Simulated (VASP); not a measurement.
# PbO2 (P4_2/mnm) in VASP: notebook, part 4 of 4

VASP 6.6.1. The steps go on from the part before.

## Step 5: Single point, LDA

This run uses another cell than the first one, of 13.88 Å³/atom.

Input file INCAR:

```
  PREC = Accurate
  ENCUT = 520
  EDIFF = 1E-6
  ISMEAR = 0
  SIGMA = 0.05
  LREAL = False
  LASPH = True
  NELM = 100
  ALGO = Normal
  ISIF = 2
  LWAVE = False
  LCHARG = True
  LELF = True
  LVHAR = True
  NBANDS = 35
```

Input file KPOINTS:

```
Automatic mesh
0
Gamma
  6 6 8
```

Input file POSCAR:

```
PbO2
1.0
    4.9529105382      0.0000000000      0.0000000000
    0.0000000000      4.9529105382      0.0000000000
    0.0000000000      0.0000000000      3.3945010093
Pb O
2 4
Direct
    0.0000000000      0.0000000000      0.0000000000
    0.5000000000      0.5000000000      0.5000000000
    0.3075335032      0.3075335032      0.0000000000
    0.8075335032      0.1924664968      0.5000000000
    0.1924664968      0.8075335032      0.5000000000
    0.6924664968      0.6924664968      0.0000000000
```

Potentials or basis: VASP PAW LDA potentials, release 64 (Pb_d, O).

Run with:

```
> cat potpaw_LDA.64/Pb_d/POTCAR potpaw_LDA.64/O/POTCAR > POTCAR
> mpirun -np 1 vasp_std > vasp.out
```

OUTCAR:

```text
PREC = Accurate
   ENCUT = 520
   EDIFF = 1E-6
   ISMEAR = 0
   LREAL = False
   LASPH = True
   NELM = 100
   ISIF = 2

 ion  position               nearest neighbor table
   1  0.000  0.000  0.000-   3 2.15   6 2.15   5 2.17   4 2.17   4 2.17   5 2.17   2 3.89   2 3.89
                             2 3.89   2 3.89   2 3.89   2 3.89   2 3.89   2 3.89
   2  0.500  0.500  0.500-   4 2.15   5 2.15   3 2.17   6 2.17   3 2.17   6 2.17   1 3.89   1 3.89
                             1 3.89   1 3.89   1 3.89   1 3.89   1 3.89   1 3.89
   3  0.308  0.308  0.000-   1 2.15   2 2.17   2 2.17
   4  0.808  0.192  0.500-   2 2.15   1 2.17   1 2.17
   5  0.192  0.808  0.500-   2 2.15   1 2.17   1 2.17
   6  0.692  0.692  0.000-   1 2.15   2 2.17   2 2.17
[... 1123 lines left out ...]
  Total       -0.3883546     -0.3883546     -0.3606556      0.0000000      0.0000000      0.0000000
  in kB       -7.4720915     -7.4720915     -6.9391504      0.0000000      0.0000000      0.0000000
  external PRESSURE =      -7.2944445 kB  Pullay stress =       0.0000000 kB

 VOLUME and BASIS-vectors are now :
 -----------------------------------------------------------------------------
  energy-cutoff  :      520.00
  volume of cell :       83.27
      direct lattice vectors                 reciprocal lattice vectors
     4.952910538  0.000000000  0.000000000     0.201901486  0.000000000  0.000000000
     0.000000000  4.952910538  0.000000000     0.000000000  0.201901486  0.000000000
     0.000000000  0.000000000  3.394501009     0.000000000  0.000000000  0.294594109

 POSITION                                       TOTAL-FORCE (eV/Angst)
 -----------------------------------------------------------------------------------
      0.00000      0.00000      0.00000         0.000000     -0.000000      0.000000
      2.47646      2.47646      1.69725         0.000000     -0.000000      0.000000
      1.52319      1.52319      0.00000        -0.007304     -0.007304     -0.000000
      3.99964      0.95327      1.69725        -0.007304      0.007304      0.000000
      0.95327      3.99964      1.69725         0.007304     -0.007304      0.000000
      3.42972      3.42972      0.00000         0.007304      0.007304      0.000000
 -----------------------------------------------------------------------------------
    total drift:                                0.000000     -0.000000     -0.000000

  FREE ENERGIE OF THE ION-ELECTRON SYSTEM (eV)
  ---------------------------------------------------
  free  energy   TOTEN  =       -36.6512625337 eV

  energy  without entropy=      -36.6511068254  energy(sigma->0) =      -36.65118468
```

stdout:

```text
POSCAR found type information on POSCAR PbO
 POSCAR found :  2 types and       6 ions
 scaLAPACK will be used
 LDA part: xc-table for (Slater(with rela. corr.)+CA(PZ))
 , standard interpolation
 POSCAR, INCAR and KPOINTS ok, starting setup
 FFT: planning ... GRIDC
 FFT: planning ... GRID_SOFT
 FFT: planning ... GRID
 WAVECAR not read
 entering main loop
```

It took 2.9 min on 1 thread of Intel Xeon 8259CL, shared host; peak memory 0.24 GiB.

Results:

| Quantity | Value |
| --- | --- |
| Free energy | -36.6513 eV |
| Pressure | -0.7 GPa |
| Largest force | 0.010 eV/Å |
| Band gap on the k mesh | 0.11 eV (least direct gap 0.16 eV) |

Forces on the atoms (eV/Å):
```
Pb   0.000  0.000  0.000
Pb   0.000  0.000  0.000
O   -0.007 -0.007  0.000
O   -0.007  0.007  0.000
O    0.007 -0.007  0.000
O    0.007  0.007  0.000
```

Caveat: spin-orbit coupling is left out, which moves the levels of the heavy elements.

## Step 6: Single point, LDA (14.05 Å³/atom)

This run uses another cell than the first one, of 14.05 Å³/atom.

Input file INCAR:

```
SYSTEM = PbO2
PREC     = Accurate       ! precision mode
ENCUT    = 520            ! plane-wave cutoff, eV
EDIFF    = 1E-7           ! SCF threshold, eV
ISMEAR   = 0              ! smearing method
SIGMA    = 0.05           ! smearing width, eV
LREAL    = .FALSE.        ! projectors in reciprocal space
LASPH    = .TRUE.         ! aspherical terms in the spheres
NELM     = 100            ! most SCF steps
ALGO     = Normal         ! electronic algorithm
ISIF     = 2              ! what is computed and relaxed
LWAVE    = .FALSE.        ! write WAVECAR
LCHARG   = .FALSE.        ! write CHGCAR
NBANDS   = 35             ! bands
```

Input file KPOINTS:

```
regular mesh
0
G
  6 6 8
  0 0 0
```

Input file POSCAR:

```
PbO2
1.0
    4.9816993651      0.0000000000      0.0000000000
    0.0000000000      4.9816993651      0.0000000000
    0.0000000000      0.0000000000      3.3957465087
Pb O
2 4
Direct
    0.0000000000      0.0000000000      0.0000000000
    0.5000000000      0.5000000000      0.5000000000
    0.3077367820      0.3077367820      0.0000000000
    0.8077367820      0.1922632180      0.5000000000
    0.1922632180      0.8077367820      0.5000000000
    0.6922632180      0.6922632180      0.0000000000
```

Potentials or basis: VASP PAW LDA potentials, release 64 (Pb_d, O).

Run with:

```
> cat potpaw_LDA.64/Pb_d/POTCAR potpaw_LDA.64/O/POTCAR > POTCAR
> mpirun -np 1 vasp_std > vasp.out
```

Run time: 3.1 min. Hardware: 1 thread of Intel Xeon 8259CL, shared host; peak memory 0.25 GiB.

Results (log left out):

* Free energy: -36.6429 eV
* Pressure: -2.3 GPa
* Largest force: 0.013 eV/Å
* Band gap on the k mesh: 0.10 eV (least direct gap 0.13 eV)

Forces in eV/Å, atoms in the order of the input:
```
Pb   0.000  0.000  0.000
Pb   0.000  0.000  0.000
O   -0.009 -0.009  0.000
O   -0.009  0.009  0.000
O    0.009 -0.009  0.000
O    0.009  0.009  0.000
```

Stress tensor (GPa, compression positive):
```
-2.31  0.00  0.00
 0.00 -2.31  0.00
 0.00  0.00 -2.19
```

Levels at points of the mesh, in eV from the valence-band top:
```csv
k point,band 22,band 23,band 24,band 25,band 26,band 27,band 28,band 29,band 30,band 31
"(0.00, 0.00, 0.00)",-0.64,-0.61,-0.61,-0.61,-0.61,0.11,4.21,5.71,5.71,9.38
"(0.50, 0.00, 0.00)",-1.35,-0.65,-0.65,-0.38,-0.38,2.43,2.43,6.31,6.31,9.64
"(0.50, 0.50, 0.00)",-1.61,-0.66,-0.66,-0.47,-0.47,2.83,2.83,6.63,6.63,9.95
"(0.00, 0.00, 0.50)",-2.04,-1.14,-1.14,-0.78,-0.78,3.75,3.75,8.72,8.72,9.51
"(0.50, 0.00, 0.50)",-1.08,-0.79,-0.79,-0.21,-0.21,4.06,4.06,7.19,7.19,9.79
"(0.50, 0.50, 0.50)",-1.91,-0.68,-0.68,-0.52,-0.52,2.82,2.82,8.10,8.10,9.68
```

Caveat: spin-orbit coupling is left out, which moves the levels of the heavy elements. A k mesh can miss the band edges.

## Step 7: Single point, LDA (14.32 Å³/atom)

This run uses another cell than the first one, of 14.32 Å³/atom.

Edit INCAR of step 6 so:

```diff
@@ -3,3 +3,3 @@
 ENCUT    = 520            ! plane-wave cutoff, eV
-EDIFF    = 1E-7           ! SCF threshold, eV
+EDIFF    = 1E-6           ! SCF threshold, eV
 ISMEAR   = 0              ! smearing method
@@ -12,3 +12,5 @@
 LWAVE    = .FALSE.        ! write WAVECAR
-LCHARG   = .FALSE.        ! write CHGCAR
+LCHARG   = .TRUE.         ! write CHGCAR
+LELF     = .TRUE.         ! ELF
+LVHAR    = .TRUE.       
 NBANDS   = 35             ! bands
```

Input file KPOINTS:

```
Automatic mesh
0
G
  6 6 8
  0 0 0
```

Input file POSCAR:

```
PbO2
1.0
    5.0295244141      0.0000000000      0.0000000000
    0.0000000000      5.0295244141      0.0000000000
    0.0000000000      0.0000000000      3.3967972062
Pb O
2 4
Direct
    0.0000000000      0.0000000000      0.0000000000
    0.5000000000      0.5000000000      0.5000000000
    0.3081472123      0.3081472123      0.0000000000
    0.8081472123      0.1918527877      0.5000000000
    0.1918527877      0.8081472123      0.5000000000
    0.6918527877      0.6918527877      0.0000000000
```

Run with:

```
> cat potpaw_LDA.64/Pb_d/POTCAR potpaw_LDA.64/O/POTCAR > POTCAR
> mpirun -np 1 vasp_std > vasp.out
```

It took 2.8 min on 1 thread of Intel Xeon 8259CL, shared host; peak memory 0.25 GiB.

It converged, with:

```yaml
Free_energy: -36.6089 eV
Pressure: -4.6 GPa
Largest_force: 0.017 eV/Å
Band_gap_on_the_k_mesh: 0.05 eV (least direct gap 0.11 eV)
```

Forces in eV/Å, atoms in the order of the input:
```
Pb   0.000  0.000  0.000
Pb   0.000  0.000  0.000
O   -0.012 -0.012  0.000
O   -0.012  0.012  0.000
O    0.012 -0.012  0.000
O    0.012  0.012  0.000
```

Stress tensor (GPa, compression positive):
```
-4.66  0.00  0.00
 0.00 -4.66  0.00
 0.00  0.00 -4.38
```

Levels at points of the mesh, in eV from the valence-band top:
```
           k point  band 22  band 23  band 24  band 25  band 26  band 27  band 28  band 29  band 30  band 31
(0.00, 0.00, 0.00)    -0.66    -0.62    -0.62    -0.60    -0.60     0.10     4.07     5.68     5.68     9.29
(0.50, 0.00, 0.00)    -1.34    -0.65    -0.65    -0.39    -0.39     2.27     2.27     6.26     6.26     9.42
(0.50, 0.50, 0.00)    -1.56    -0.67    -0.67    -0.48    -0.48     2.67     2.67     6.53     6.53     9.73
(0.00, 0.00, 0.50)    -2.02    -1.11    -1.11    -0.77    -0.77     3.60     3.60     8.57     8.57     9.46
(0.50, 0.00, 0.50)    -1.07    -0.77    -0.77    -0.26    -0.26     3.89     3.89     7.02     7.02     9.70
(0.50, 0.50, 0.50)    -1.98    -0.67    -0.67    -0.52    -0.52     2.70     2.70     7.99     7.99     9.50
```

Caveat: the cell stands under tension; spin-orbit coupling is left out, which moves the levels of the heavy elements.

## Step 8: The runs side by side

```tsv
cell	gap on the mesh (eV)	pressure (GPa)	largest force (eV/Å)
a = 4.844, b = 4.844, c = 3.380 Å, 6 atoms	0.12	7.0	0.01
a = 4.891, b = 4.891, c = 3.385 Å, 6 atoms	0.11	3.5	0.01
a = 4.938, b = 4.938, c = 3.388 Å, 6 atoms	0.11	0.5	0.03
a = 4.953, b = 4.953, c = 3.395 Å, 6 atoms	0.11	-0.7	0.01
a = 4.982, b = 4.982, c = 3.396 Å, 6 atoms	0.10	-2.3	0.01
a = 5.030, b = 5.030, c = 3.397 Å, 6 atoms	0.05	-4.6	0.02
```

Alike in all rows: task single point; level LDA; potentials or basis VASP PAW LDA potentials, release 64 (Pb_d, O); no spin polarisation; k mesh 6 × 6 × 8; cutoff (eV) 520; smearing gaussian 0.05 eV.

Caveats: spin-orbit coupling is left out, which moves the levels of the heavy elements; the cell stands under pressure (at least some runs); the cell stands under tension (at least some runs).

Absolute energies hang on the potentials; compare differences alone.
